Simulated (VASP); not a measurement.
# O (P2/c) in VASP: settings compared, part 2 of 2

VASP 6.6.1. Earlier steps stand in the parts before.

**5. Single point, LDA**

This run uses another cell than the first one, of 11.30 Å³/atom, 0.829 times its volume.

Input file INCAR:

```
PREC = Accurate
ENCUT = 520
EDIFF = 1E-6
ISMEAR = 0
SIGMA = 0.01
LREAL = F
LASPH = T
NELM = 60
ALGO = Normal
ISIF = 2
LWAVE = F
LCHARG = T
LELF = T
LVHAR = T
NBANDS = 20
```

Input file KPOINTS:

```
regular mesh
0
Gamma
  8 6 10
```

Input file POSCAR:

```
O
1.0
    4.0422275034      0.0000000000     -0.0510976291
    0.0000000000      4.0261597155      0.0000000000
   -1.0645667235      0.0000000000      2.7914532645
O
4
Direct
    0.3398637733      0.6842021034      0.6702381013
    0.6601362267      0.6842021034      0.8297618987
    0.6601362267      0.3157978966      0.3297618987
    0.3398637733      0.3157978966      0.1702381013
```

Potentials or basis: VASP PAW LDA potentials, release 64 (O).

Started as:

```
cat potpaw_LDA.64/O/POTCAR > POTCAR
mpirun -np 1 vasp_std > vasp.out
```

OUTCAR:

```text
PREC = Accurate
   ENCUT = 520
   EDIFF = 1E-6
   ISMEAR = 0
   LREAL = F
   LASPH = T
   NELM = 60
   ISIF = 2

 ion  position               nearest neighbor table
   1  0.340  0.684  0.670-   2 1.20
   2  0.660  0.684  0.830-   1 1.20
   3  0.660  0.316  0.330-   4 1.20
   4  0.340  0.316  0.170-   3 1.20

  LATTYP: Found a simple monoclinic cell.
 ALAT       =     2.9875598131
 B/A-ratio  =     1.3476415427
 C/A-ratio  =     1.3531278719
 COS(beta)  =    -0.3681149741

  Lattice vectors:

 A1 = (  -1.0645667235,   0.0000000000,   2.7914532645)
 A2 = (   0.0000000000,  -4.0261597155,   0.0000000000)
 A3 = (   4.0422275034,   0.0000000000,  -0.0510976291)

Analysis of symmetry for initial positions (statically):
=====================================================================
 Subroutine PRICEL returns:
 Original cell was already a primitive cell.

 Routine SETGRP: Setting up the symmetry group for a
 simple monoclinic supercell.

 Subroutine GETGRP returns: Found  4 space group operations
 (whereof  2 operations were pure point group operations)
 out of a pool of  4 trial point group operations.

The static configuration has the point symmetry S_2 .
 The point group associated with its full space group is C_2h.

Analysis of symmetry for dynamics (positions and initial velocities):
=====================================================================
 Subroutine PRICEL returns:
 Original cell was already a primitive cell.

 Routine SETGRP: Setting up the symmetry group for a
 simple monoclinic supercell.

 Subroutine GETGRP returns: Found  4 space group operations
 (whereof  2 operations were pure point group operations)
 out of a pool of  4 trial point group operations.

The dynamic configuration has the point symmetry S_2 .
 The point group associated with its full space group is C_2h.

[... 112 lines left out ...]
   PSTRESS=    0.0 pullay stress
   NELECT =      24.0000    total number of electrons
   NUPDOWN=      -1.0000    fix difference up-down
   EMIN   =  10.00;   EMAX   =-10.00  energy-range for DOS
   EFERMI =   0.00;   METHOD = LEGACY
   ISMEAR =     0;   SIGMA  =   0.01  broadening in eV -4-tet -1-fermi 0-gaus
   EFERMI_NEDOS =   21; number of points for ismear=-14 and -15
   IALGO  =     38    algorithm
   IMIX   =      4    mixing-type and parameters
     AMIX     =   0.40;   BMIX     =  1.00
     AMIX_MAG =   1.60;   BMIX_MAG =  1.00
  volume/ion in A,a.u.               =      11.30        76.27
  Fermi-wavevector in a.u.,A,eV,Ry     =   1.325554  2.504934 23.906710  1.757094
  Thomas-Fermi vector in A             =   2.455006
   LORBIT       =      0    0 simple, 1 ext, 2 COOP (PROOUT), +10 PAW based schemes
   GGA     = CA    functional components
   LHFCALC =     F    Hartree Fock is set to
   AEXX    =    0.0000 exact exchange contribution
   IVDW    =     0    specifies the selected vdW correction
   LEPSILON=     F    determine dielectric tensor
   LRPA    =     F    only Hartree local field effects (RPA)
 non-spin polarized calculation
 Gauss-broadening in eV      SIGMA  =   0.01
  energy-cutoff  :      520.00
  volume of cell :       45.21
 maximum number of plane-waves:      1236
   NGX = 15   NGY = 15   NGZ = 11

 number of electron      23.9999992 magnetization

 Free energy of the ion-electron system (eV)
  ---------------------------------------------------
  ext. energy  EPLUGINS =         0.00000000
  ---------------------------------------------------
  free energy    TOTEN  =       -22.41315129 eV

  energy without entropy =      -22.41315129  energy(sigma->0) =      -22.41315129

 E-fermi :  -0.0641     XC(G=0):  -9.9853

 val. band max:       -0.2057715750   @ k =   0.0000   0.5000   0.0000
 cond. band min:       0.6613609766   @ k =   0.5000   0.5000   0.0000
 fundamental gap:      0.8671325516
 Fermi energy:        -0.0641282252

 k-point     1 :       0.0000    0.0000    0.0000
  band No.  band energies     occupation
      1     -27.6761      2.00000
      2     -25.8446      2.00000
      3     -14.3077      2.00000
      4     -12.0238      2.00000
      5      -9.1735      2.00000
      6      -8.2130      2.00000
[... 541 lines left out ...]
     19      12.5099      0.00000
     20      17.4996      0.00000

 [... further k-points ...]
[... 5 lines left out ...]
  --------------------------------------------------------------------------------------
  -------------------------------------------------------------------------------------
  Total        2.2934526     -0.9875560     -0.4494029      0.0000000      0.0000000      1.2230773
  in kB       81.2749963    -34.9968475    -15.9258658      0.0000000      0.0000000     43.3432117
  external PRESSURE =      10.1174277 kB  Pullay stress =       0.0000000 kB

 VOLUME and BASIS-vectors are now :
 -----------------------------------------------------------------------------
  energy-cutoff  :      520.00
  volume of cell :       45.21
      direct lattice vectors                 reciprocal lattice vectors
     4.042227503  0.000000000 -0.051097629     0.248586748  0.000000000  0.094802655
     0.000000000  4.026159716  0.000000000     0.000000000  0.248375641  0.000000000
    -1.064566724  0.000000000  2.791453264     0.004550387  0.000000000  0.359971705

 POSITION                                       TOTAL-FORCE (eV/Angst)
 -----------------------------------------------------------------------------------
      0.66029      2.75471      1.85357        -1.174907     -0.220017     -0.448267
      1.78508      2.75471      2.28251         1.174907     -0.220017      0.448267
      2.31737      1.27145      0.88678         1.174907      0.220017      0.448267
      1.19258      1.27145      0.45785        -1.174907      0.220017     -0.448267
 -----------------------------------------------------------------------------------
    total drift:                               -0.000000     -0.000000      0.000000

  FREE ENERGIE OF THE ION-ELECTRON SYSTEM (eV)
  ---------------------------------------------------
  free  energy   TOTEN  =       -22.4131512886 eV

  energy  without entropy=      -22.4131512886  energy(sigma->0) =      -22.41315129
```

OSZICAR:

```text
N       E                     dE             d eps       ncg     rms          rms(c)
DAV:   1     0.124014876520E+03    0.12401E+03   -0.13969E+04  6768   0.115E+03
DAV:   2    -0.170383210951E+02   -0.14105E+03   -0.13678E+03  8800   0.269E+02
DAV:   3    -0.230990108989E+02   -0.60607E+01   -0.60234E+01  8284   0.547E+01
DAV:   4    -0.231346612216E+02   -0.35650E-01   -0.35645E-01  7720   0.470E+00
DAV:   5    -0.231348717027E+02   -0.21048E-03   -0.21048E-03  8252   0.325E-01    0.649E+00
DAV:   6    -0.225536470047E+02    0.58122E+00   -0.44786E-01  7472   0.592E+00    0.342E+00
DAV:   7    -0.224109986889E+02    0.14265E+00   -0.44651E-01  8208   0.559E+00    0.657E-01
DAV:   8    -0.224136286017E+02   -0.26299E-02   -0.51399E-02  6828   0.167E+00    0.137E-01
DAV:   9    -0.224131894694E+02    0.43913E-03   -0.13865E-03  7768   0.315E-01    0.565E-02
DAV:  10    -0.224131521377E+02    0.37332E-04   -0.87255E-05  7784   0.906E-02    0.103E-02
DAV:  11    -0.224131546263E+02   -0.24886E-05   -0.24983E-05  8076   0.406E-02    0.118E-02
DAV:  12    -0.224131512965E+02    0.33298E-05   -0.55760E-06  7176   0.211E-02    0.234E-03
DAV:  13    -0.224131512886E+02    0.79337E-08   -0.68448E-07  3708   0.598E-03
   1 F= -.22413151E+02 E0= -.22413151E+02  d E =-.867727E-92
```

stdout:

```text
POSCAR found type information on POSCAR O
 POSCAR found :  1 types and       4 ions
 scaLAPACK will be used
 LDA part: xc-table for (Slater(with rela. corr.)+CA(PZ))
 , standard interpolation
 POSCAR, INCAR and KPOINTS ok, starting setup
 FFT: planning ... GRIDC
 FFT: planning ... GRID_SOFT
 FFT: planning ... GRID
 WAVECAR not read
 entering main loop
```

Wall time 2.3 min (1 thread of Oxide Virtual Turin-like, shared host); peak memory 0.17 GiB.

What came out:

* Free energy: -22.4132 eV
* Pressure: 1.0 GPa
* Largest force: 1.277 eV/Å
* Band gap on the k mesh: 0.87 eV, indirect (least direct gap 0.92 eV)

Forces in eV/Å, atoms in the order of the input:
```
O   -1.175 -0.220 -0.448
O    1.175 -0.220  0.448
O    1.175  0.220  0.448
O   -1.175  0.220 -0.448
```

Levels at points of the mesh, in eV from the valence-band top:
| k point | band 8 | band 9 | band 10 | band 11 | band 12 | band 13 | band 14 | band 15 | band 16 | band 17 |
| --- | --- | --- | --- | --- | --- | --- | --- | --- | --- | --- |
| (0.00, 0.00, 0.00) | -6.47 | -4.68 | -4.60 | -0.59 | -0.53 | 1.87 | 1.93 | 8.70 | 11.22 | 11.61 |
| (0.50, 0.00, 0.00) | -5.96 | -4.75 | -4.69 | -1.12 | -0.16 | 1.91 | 2.11 | 6.91 | 9.62 | 10.64 |
| (0.00, 0.50, 0.00) | -6.83 | -5.09 | -4.91 | -0.38 | 0.00 | 1.19 | 1.72 | 9.68 | 11.26 | 11.64 |
| (0.50, 0.50, 0.00) | -6.31 | -5.09 | -5.00 | -0.17 | -0.05 | 0.87 | 1.95 | 7.81 | 9.14 | 11.55 |
| (0.00, 0.00, 0.50) | -6.69 | -5.04 | -5.04 | -1.00 | -1.00 | 1.66 | 1.66 | 9.79 | 9.79 | 12.65 |
| (0.50, 0.00, 0.50) | -6.68 | -5.04 | -5.04 | -1.01 | -1.01 | 1.66 | 1.66 | 9.78 | 9.78 | 12.66 |
| (0.00, 0.50, 0.50) | -6.73 | -4.36 | -4.36 | -1.51 | -1.51 | 2.26 | 2.26 | 9.91 | 9.91 | 12.67 |
| (0.50, 0.50, 0.50) | -6.72 | -4.36 | -4.36 | -1.52 | -1.52 | 2.26 | 2.26 | 9.91 | 9.91 | 12.68 |

Caveat: the standard files for N, O and F lose accuracy on very short bonds; spin is off for a triplet molecule; forces of over 1 eV/Å act on the atoms, so gaps and moduli don't describe the material at rest. LDA gaps usually lie below the measured ones, often by a third to a half.

**6. Single point, r2SCAN**

This run uses another cell than the first one, of 11.30 Å³/atom, 0.829 times its volume.

POSCAR is that of step 5.

Input file INCAR.step1:

```
SYSTEM = O
  ALGO = Normal
  EDIFF = 1E-4
  ENCUT = 520
  GGA = PE
  ISMEAR = 0
  LASPH = .True.
  LCHARG = .False.
  LREAL = .False.
  LWAVE = .True.
  NBANDS = 20
  NELM = 80
  PREC = Accurate
  SIGMA = 0.01
```

Input file INCAR.step2:

```
SYSTEM = O
  ALGO = Normal
  EDIFF = 1E-7
  ENCUT = 520
  ISIF = 2
  ISMEAR = 0
  ISTART = 1
  LASPH = .True.
  LCHARG = .False.
  LMIXTAU = .True.
  LREAL = .False.
  LWAVE = .False.
  METAGGA = R2SCAN
  NBANDS = 20
  NELM = 80
  PREC = Accurate
  SIGMA = 0.01
```

Input file KPOINTS:

```
k-points
0
Gamma
  8 6 10
  0 0 0
```

Potentials or basis: VASP PAW PBE potentials, release 64 (O).

Started as:

```
cat potpaw_PBE.64/O/POTCAR > POTCAR
cp INCAR.step1 INCAR
mpirun -np 1 vasp_std > vasp.out
cp INCAR.step2 INCAR
mpirun -np 1 vasp_std > vasp.out
```

OUTCAR:

```text
SYSTEM = O
   EDIFF = 1E-7
   ENCUT = 520
   ISIF = 2
   ISMEAR = 0
   ISTART = 1
   LASPH = .True.
   LREAL = .False.
   METAGGA = R2SCAN
   NELM = 80
   PREC = Accurate

 ion  position               nearest neighbor table
   1  0.340  0.684  0.670-   2 1.20
   2  0.660  0.684  0.830-   1 1.20
   3  0.660  0.316  0.330-   4 1.20
   4  0.340  0.316  0.170-   3 1.20

  LATTYP: Found a simple monoclinic cell.
 ALAT       =     2.9875598131
 B/A-ratio  =     1.3476415427
 C/A-ratio  =     1.3531278719
 COS(beta)  =    -0.3681149741

  Lattice vectors:

 A1 = (  -1.0645667235,   0.0000000000,   2.7914532645)
 A2 = (   0.0000000000,  -4.0261597155,   0.0000000000)
 A3 = (   4.0422275034,   0.0000000000,  -0.0510976291)

Analysis of symmetry for initial positions (statically):
=====================================================================
 Subroutine PRICEL returns:
 Original cell was already a primitive cell.

 Routine SETGRP: Setting up the symmetry group for a
 simple monoclinic supercell.

 Subroutine GETGRP returns: Found  4 space group operations
 (whereof  2 operations were pure point group operations)
 out of a pool of  4 trial point group operations.

The static configuration has the point symmetry S_2 .
 The point group associated with its full space group is C_2h.

Analysis of symmetry for dynamics (positions and initial velocities):
=====================================================================
 Subroutine PRICEL returns:
 Original cell was already a primitive cell.

 Routine SETGRP: Setting up the symmetry group for a
 simple monoclinic supercell.

[... 121 lines left out ...]
   NUPDOWN=      -1.0000    fix difference up-down
   EMIN   =  10.00;   EMAX   =-10.00  energy-range for DOS
   EFERMI =   0.00;   METHOD = LEGACY
   ISMEAR =     0;   SIGMA  =   0.01  broadening in eV -4-tet -1-fermi 0-gaus
   EFERMI_NEDOS =   21; number of points for ismear=-14 and -15
   IALGO  =     38    algorithm
   IMIX   =      4    mixing-type and parameters
     AMIX     =   0.40;   BMIX     =  1.00
     AMIX_MAG =   1.60;   BMIX_MAG =  1.00
  volume/ion in A,a.u.               =      11.30        76.27
  Fermi-wavevector in a.u.,A,eV,Ry     =   1.325554  2.504934 23.906710  1.757094
  Thomas-Fermi vector in A             =   2.455006
   LORBIT       =      0    0 simple, 1 ext, 2 COOP (PROOUT), +10 PAW based schemes
   METAGGA = R2SCAN    functional components
   LHFCALC =     F    Hartree Fock is set to
   AEXX    =    0.0000 exact exchange contribution
   IVDW    =     0    specifies the selected vdW correction
   LEPSILON=     F    determine dielectric tensor
   LRPA    =     F    only Hartree local field effects (RPA)
 non-spin polarized calculation
 Gauss-broadening in eV      SIGMA  =   0.01
  energy-cutoff  :      520.00
  volume of cell :       45.21
 maximum number of plane-waves:      1236
   NGX = 15   NGY = 15   NGZ = 11

 number of electron      23.9999992 magnetization

 Free energy of the ion-electron system (eV)
  ---------------------------------------------------
  ext. energy  EPLUGINS =         0.00000000
  ---------------------------------------------------
  free energy    TOTEN  =       -23.15766103 eV

  energy without entropy =      -23.15766103  energy(sigma->0) =      -23.15766103

 E-fermi :  -0.1936     XC(G=0):  -9.8483

 val. band max:       -0.2995704717   @ k =   0.0000   0.5000   0.0000
 cond. band min:       0.6890574755   @ k =   0.5000   0.5000   0.0000
 fundamental gap:      0.9886279472
 Fermi energy:        -0.1936316926

 k-point     1 :       0.0000    0.0000    0.0000
  band No.  band energies     occupation
      1     -29.2601      2.00000
      2     -27.4500      2.00000
      3     -15.7362      2.00000
      4     -13.4850      2.00000
      5      -9.4704      2.00000
      6      -8.5533      2.00000
[... 541 lines left out ...]
     19      13.6064      0.00000
     20      18.8796      0.00000

 [... further k-points ...]

------------------------ aborting loop because EDIFF is reached ----------------------------------------

  FORCE on cell =-STRESS in cart. coord.  units (eV):
  Direction    XX          YY          ZZ          XY          YZ          ZX
  --------------------------------------------------------------------------------------
  -------------------------------------------------------------------------------------
  Total        3.2240523      0.1847543      0.6406022      0.0000000      0.0000000      1.1504719
  in kB      114.2534377      6.5472930     22.7015551      0.0000000      0.0000000     40.7702334
  external PRESSURE =      47.8340953 kB  Pullay stress =       0.0000000 kB

 VOLUME and BASIS-vectors are now :
 -----------------------------------------------------------------------------
  energy-cutoff  :      520.00
  volume of cell :       45.21
      direct lattice vectors                 reciprocal lattice vectors
     4.042227503  0.000000000 -0.051097629     0.248586748  0.000000000  0.094802655
     0.000000000  4.026159716  0.000000000     0.000000000  0.248375641  0.000000000
    -1.064566724  0.000000000  2.791453264     0.004550387  0.000000000  0.359971705

 POSITION                                       TOTAL-FORCE (eV/Angst)
 -----------------------------------------------------------------------------------
      0.66029      2.75471      1.85357        -1.356461     -0.005614     -0.517612
      1.78508      2.75471      2.28251         1.356461     -0.005614      0.517612
      2.31737      1.27145      0.88678         1.356461      0.005614      0.517612
      1.19258      1.27145      0.45785        -1.356461      0.005614     -0.517612
 -----------------------------------------------------------------------------------
    total drift:                               -0.000000     -0.000000      0.000000

  FREE ENERGIE OF THE ION-ELECTRON SYSTEM (eV)
  ---------------------------------------------------
  free  energy   TOTEN  =       -23.1576610304 eV

  energy  without entropy=      -23.1576610304  energy(sigma->0) =      -23.15766103
```

OUTCAR.step1:

```text
SYSTEM = O
   EDIFF = 1E-4
   ENCUT = 520
   GGA = PE
   ISMEAR = 0
[... 785 lines left out ...]
      0.66029      2.75471      1.85357        -1.888553      0.082845     -0.720563
      1.78508      2.75471      2.28251         1.888553      0.082845      0.720563
      2.31737      1.27145      0.88678         1.888553     -0.082845      0.720563
      1.19258      1.27145      0.45785        -1.888553     -0.082845     -0.720563
 -----------------------------------------------------------------------------------
    total drift:                               -0.000000     -0.000000      0.000000

  FREE ENERGIE OF THE ION-ELECTRON SYSTEM (eV)
  ---------------------------------------------------
  free  energy   TOTEN  =       -19.6775507684 eV

  energy  without entropy=      -19.6775507684  energy(sigma->0) =      -19.67755077
```

Wall time 12 min (1 thread of Oxide Virtual Turin-like, shared host); peak memory 0.19 GiB.

Results:

* Free energy: -23.1577 eV
* Pressure: 4.8 GPa
* Largest force: 1.452 eV/Å
* Band gap on the k mesh: 0.99 eV, indirect (least direct gap 1.03 eV)

Forces on the atoms (eV/Å):
```
O   -1.356 -0.006 -0.518
O    1.356 -0.006  0.518
O    1.356  0.006  0.518
O   -1.356  0.006 -0.518
```

Caveat: the standard files for N, O and F lose accuracy on very short bonds; spin is off for a triplet molecule; the PAW data sets were made with another functional, which shifts forces and pressure a little. r2SCAN opens gaps a little over a GGA but as a rule still falls short of measured ones.

**7. Summary**

```csv
level,potentials or basis,cell,k mesh,smearing,gap on the mesh (eV),pressure (GPa),largest force (eV/Å)
PBE+D3(BJ),"VASP PAW PBE potentials, release 64 (O)","a = 4.349, b = 4.311, c = 3.081 Å, angles 90.0, 109.2, 90.0°, 4 atoms",6 × 6 × 8,fermi-dirac 0.02 eV,1.03,2.6,1.23
r2SCAN+rVV10,"VASP PAW PBE potentials, release 64 (O)","a = 4.043, b = 4.026, c = 2.988 Å, angles 90.0, 111.6, 90.0°, 4 atoms",6 × 6 × 8,fermi-dirac 0.02 eV,0.97,3.9,1.52
PBE,"VASP PAW PBE potentials, release 64 (O)","a = 4.043, b = 4.026, c = 2.988 Å, angles 90.0, 111.6, 90.0°, 4 atoms",8 × 6 × 10,fermi-dirac 0.02 eV,0.91,9.5,2.03
LDA,"VASP PAW LDA potentials, release 64 (O)","a = 4.043, b = 4.026, c = 2.988 Å, angles 90.0, 111.6, 90.0°, 4 atoms",8 × 6 × 10,gaussian 0.01 eV,0.87,1.0,1.28
r2SCAN,"VASP PAW PBE potentials, release 64 (O)","a = 4.043, b = 4.026, c = 2.988 Å, angles 90.0, 111.6, 90.0°, 4 atoms",8 × 6 × 10,gaussian 0.01 eV,0.99,4.8,1.45
```

Alike in all rows: task single point; no spin polarisation; cutoff (eV) 520.

Caveats: the standard files for N, O and F lose accuracy on very short bonds; spin is off for a triplet molecule; forces of over 1 eV/Å act on the atoms, so gaps and moduli don't describe the material at rest (some runs); the PAW data sets were made with another functional, which shifts forces and pressure a little (some runs).

Absolute energies hang on the potentials; compare differences alone.
